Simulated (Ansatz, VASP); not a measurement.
Two plane-wave programs on Au

```
CELL_PARAMETERS angstrom
-1.63899 1.63899 1.63899
1.63899 -1.63899 1.63899
1.63899 1.63899 -1.63899
ATOMIC_POSITIONS crystal
Au 0.00000 0.00000 0.00000
```

Alike in both runs: functional r2SCAN; k mesh 8 × 8 × 8; occupations gaussian, width 0.1 eV; no spin polarisation.

Ansatz relaxed the structure, and its values are those at the end. VASP's run is a single point on that final structure, the one shown.

```csv
,VASP,Ansatz
version,VASP 6.6.1,Ansatz 0.2.0
potentials or method,"VASP PAW PBE potentials, release 64 (Au), cutoff 550 eV","scalar-relativistic, plane waves, PAW"
valence electrons in the cell,11,19
```

Ansatz gave:

* gap on the k mesh at the Fermi level (eV): none
* pressure (GPa): -0.2

Problem. Estimate VASP's values.

Solution. gap on the k mesh at the Fermi level (eV): none; pressure (GPa): 0.1.

VASP's potentials were made for PBE, not for r2SCAN. A gap of «none» marks a metal or a gap that the smearing closes. With one functional, cell and mesh, what is left measures potentials, basis and numerics. VASP's potentials hold 11 valence electrons a cell and Ansatz's 19, so a difference there can come from the potentials and not from the codes.

Neither program's run includes spin-orbit coupling.
